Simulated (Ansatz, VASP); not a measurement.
**Ti in VASP and in Ansatz**

```
Ti
1.0
     2.70338    0.00000    0.00000
    -1.35169    2.34120    0.00000
     0.00000    0.00000    4.46461
Ti
2
Direct
  0.33333 0.66667 0.25000
  0.66667 0.33333 0.75000
```

Change from the starting cell: strain -0.080 along x and y, -0.040 along z, atoms carried along.

Alike in both runs: task single point; functional PBE; k mesh 24 × 24 × 14; occupations gaussian, width 0.15 eV; no spin polarisation.

|  | VASP | Ansatz |
| --- | --- | --- |
| version | VASP 6.6.1 | Ansatz 0.2.0 |
| potentials or method | VASP PAW PBE potentials, release 64 (Ti_sv), cutoff 520 eV | scalar-relativistic, plane waves, PAW |
| valence electrons in the cell | 24 | 24 |

```tsv
	VASP	Ansatz	Ansatz less VASP
gap on the k mesh at the Fermi level (eV)	none	none	-
pressure (GPa)	32.1	33.0	+0.88
traceless stress, the component that is largest in VASP (GPa)	-3.26	-3.24	+0.017
```

A gap of «none» marks a metal or a gap that the smearing closes. Both programs put the cell under a high pressure, so it lies far from rest at this level. The functional is the same, so the differences come from potentials, cutoffs and numerics.
